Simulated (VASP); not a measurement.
A run of VASP 6.6.1 is set up as follows.

Contents of INCAR:

```
  PREC = Accurate
  ENCUT = 520
  EDIFF = 1E-6
  ISMEAR = 0
  SIGMA = 0.02
  LREAL = F
  LASPH = T
  NELM = 60
  ALGO = Normal
  ISIF = 2
  LWAVE = F
  LCHARG = F
  GGA = PE
  IVDW = 12
  IBRION = 2
  NSW = 60
  EDIFFG = -0.008
```

KPOINTS

```
Automatic mesh
0
Gamma
  12 12 4
```

The input POSCAR:

```
MoS2
1.0
    3.1497239970      0.0000000000      0.0000000000
   -1.5748619985      2.7277409963      0.0000000000
    0.0000000000      0.0000000000      6.4481163804
Mo S
1 2
Direct
    0.0000000000      0.0000000000      0.0000000000
    0.3333333333      0.6666666667      0.2399959284
    0.3333333333      0.6666666667      0.7600040716
```

Potentials or basis: VASP PAW PBE potentials, release 64 (Mo_sv, S).

The run is started by

```console
$ cat potpaw_PBE.64/Mo_sv/POTCAR potpaw_PBE.64/S/POTCAR > POTCAR
$ mpirun -np 1 vasp_std > vasp.out
```

(1) What does it give for the band gap on the k mesh?

(2) Estimate the energy gained by relaxing.

Results:

(1) 1.03 eV (least direct gap 1.74 eV).

(2) 1.2 meV/atom.

Caveat: the cell differs from its parent crystal (strain along c alone, the other axes held: -3.0 %).
